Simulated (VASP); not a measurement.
Crystal: CoSi8Ni3.

```xyz
12
Lattice="5.4096 0.0000 0.0000 0.0000 5.4096 0.0000 0.0000 0.0000 5.4096" Properties=species:S:1:pos:R:3 pbc="T T T"
Co    2.7048    2.7048    2.7048
Si    4.0465    1.3631    1.3631
Si    1.3631    1.3631    4.0465
Si    4.0465    4.0465    4.0465
Si    1.3631    4.0465    1.3631
Si    1.3631    4.0465    4.0465
Si    4.0465    4.0465    1.3631
Si    1.3631    1.3631    1.3631
Si    4.0465    1.3631    4.0465
Ni    2.7048    0.0000    0.0000
Ni    0.0000    0.0000    2.7048
Ni    0.0000    2.7048    0.0000
```

Base run:

* Program: VASP 6.6.1
* Functional: PBE
* Potentials or basis: VASP PAW PBE potentials, release 64 (Co, Si, Ni)
* Cutoff: 520 eV
* k mesh: 8 × 8 × 8
* Occupations: gaussian, width 0.1 eV
* Spin: no spin polarisation

Its results: band gap on the k mesh zero (an odd number of electrons rules out a gap without spin polarisation); pressure 0.0 GPa.

**Question.** The run is repeated on the same cell with these changes: functional from PBE to LDA; potentials or basis from VASP PAW PBE potentials, release 64 (Co, Si, Ni) to VASP PAW LDA potentials, release 64 (Co, Si, Ni). What comes out?

**Answer.** Band gap on the k mesh zero (an odd number of electrons rules out a gap without spin polarisation); pressure -8.0 GPa.

Caveats: the run has no spin polarisation, though such a crystal can be magnetic; the cell stands under tension (at least some runs).
